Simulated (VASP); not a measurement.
A run of VASP 6.6.1 is set up as follows.

The input INCAR:

```
ALGO     = Normal         # electronic algorithm
EDIFF    = 1E-6           # SCF threshold, eV
ENCUT    = 520            # plane-wave cutoff, eV
GGA      = PS             # functional
ISIF     = 2              # what is computed and relaxed
ISMEAR   = -1             # smearing method
LASPH    = T              # aspherical terms in the spheres
LCHARG   = F              # write CHGCAR
LREAL    = F              # projectors in reciprocal space
LWAVE    = F              # write WAVECAR
NBANDS   = 19             # bands
NELM     = 100            # most SCF steps
PREC     = Accurate       # precision mode
SIGMA    = 0.02           # smearing width, eV
```

File KPOINTS:

```
k-points
0
Gamma
  11 11 5
```

POSCAR

```
Zn
1.0
    2.6608473477      0.0000000000      0.0000000000
   -1.3304236739      2.3043613987      0.0000000000
    0.0000000000      0.0000000000      4.5511173512
Zn
2
Direct
    0.3333333333      0.6666666667      0.2500000000
    0.6666666667      0.3333333333      0.7500000000
```

Potentials or basis: VASP PAW PBE potentials, release 64 (Zn).

Launch:

```bash
$ cat potpaw_PBE.64/Zn/POTCAR > POTCAR
$ mpirun -np 1 vasp_std > vasp.out
```

(1) What does it give for the band gap on the k mesh?

(2) Estimate the pressure.

Results:

(1) zero (bands 12 and 13 overlap by 3.23 eV).

(2) 0.5 GPa.

Caveat: the PAW data sets were made with another functional, which shifts forces and pressure a little.
